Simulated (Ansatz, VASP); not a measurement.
## One calculation of C, two programs

File INCAR:

```
ALGO = Normal
EDIFF = 1E-6
ENCUT = 520
GGA = PE
ISIF = 2
ISMEAR = 0
LASPH = T
LCHARG = F
LREAL = F
LWAVE = F
NBANDS = 36
NELM = 80
PREC = Accurate
SIGMA = 0.05
```

Contents of KPOINTS:

```
k-points
0
Gamma
  12 12 2
```

The input POSCAR:

```
C
1.0
    2.6088000000      0.0000000000      0.0000000000
   -1.3044000000      2.2592870734      0.0000000000
    0.0000000000      0.0000000000     11.8077000000
C
12
Direct
    0.0000000000      0.0000000000      0.1868593266
    0.0000000000      0.0000000000      0.6868593266
    0.0000000000      0.0000000000      0.3131406734
    0.0000000000      0.0000000000      0.8131406734
    0.3333333333      0.6666666667      0.5207665411
    0.6666666667      0.3333333333      0.0207665411
    0.3333333333      0.6666666667      0.9792334589
    0.6666666667      0.3333333333      0.4792334589
    0.3333333333      0.6666666667      0.6450950823
    0.6666666667      0.3333333333      0.1450950823
    0.3333333333      0.6666666667      0.8549049177
    0.6666666667      0.3333333333      0.3549049177
```

Input for Ansatz:

```yaml
crystal:
  lattice:
    - [2.6088, 0.0, 0.0]
    - [-1.3044, 2.2592870734, 0.0]
    - [0.0, 0.0, 11.8077]
  atoms:
    - { symbol: C, position: [0.0, 0.0, 0.1868593266] }
    - { symbol: C, position: [0.0, 0.0, 0.6868593266] }
    - { symbol: C, position: [0.0, 0.0, 0.3131406734] }
    - { symbol: C, position: [0.0, 0.0, 0.8131406734] }
    - { symbol: C, position: [0.3333333333, 0.6666666667, 0.5207665411] }
    - { symbol: C, position: [0.6666666667, 0.3333333333, 0.0207665411] }
    - { symbol: C, position: [0.3333333333, 0.6666666667, 0.9792334589] }
    - { symbol: C, position: [0.6666666667, 0.3333333333, 0.4792334589] }
    - { symbol: C, position: [0.3333333333, 0.6666666667, 0.6450950823] }
    - { symbol: C, position: [0.6666666667, 0.3333333333, 0.1450950823] }
    - { symbol: C, position: [0.3333333333, 0.6666666667, 0.8549049177] }
    - { symbol: C, position: [0.6666666667, 0.3333333333, 0.3549049177] }
basis:
  ecutwfc: 520.0
kpoints:
  mp_grid: { grid: [12, 12, 2] }
hamiltonian:
  xc: pbe
  pseudopotentials: { kind: paw, azcp: { folder: soft_1 } }
scf:
  occupations: { method: gaussian, width: 0.05 }
output:
  forces: true
  stress: true
  eigenvalues: true
```

Alike in both runs: task single point; functional PBE; k mesh 12 × 12 × 2; occupations gaussian, width 0.05 eV; no spin polarisation.

|  | VASP | Ansatz |
| --- | --- | --- |
| version | VASP 6.6.1 | Ansatz 0.2.0 |
| potentials or method | VASP PAW PBE potentials, release 64 (C), cutoff 520 eV | scalar-relativistic, plane waves, PAW |
| valence electrons in the cell | 48 | 48 |

Ansatz gave:

| Quantity | Value |
| --- | --- |
| gap on the k mesh at the Fermi level (eV) | 3.39 |
| least direct gap on the mesh (eV) | 4.34 |
| pressure (GPa) | -2.9 |
| traceless stress, the component that is largest in VASP (GPa) | 68.24 |
| rms of the force components (eV/Å) | 0.321 |

Task: Estimate VASP's values.

Result: gap on the k mesh at the Fermi level (eV): 3.38; least direct gap on the mesh (eV): 4.34; pressure (GPa): -2.3; traceless stress, the component that is largest in VASP (GPa): 68.65; rms of the force components (eV/Å): 0.336.

Atom by atom the forces differ by 0.016 eV/Å (rms over components). The functional is the same, so the differences come from potentials, cutoffs and numerics.
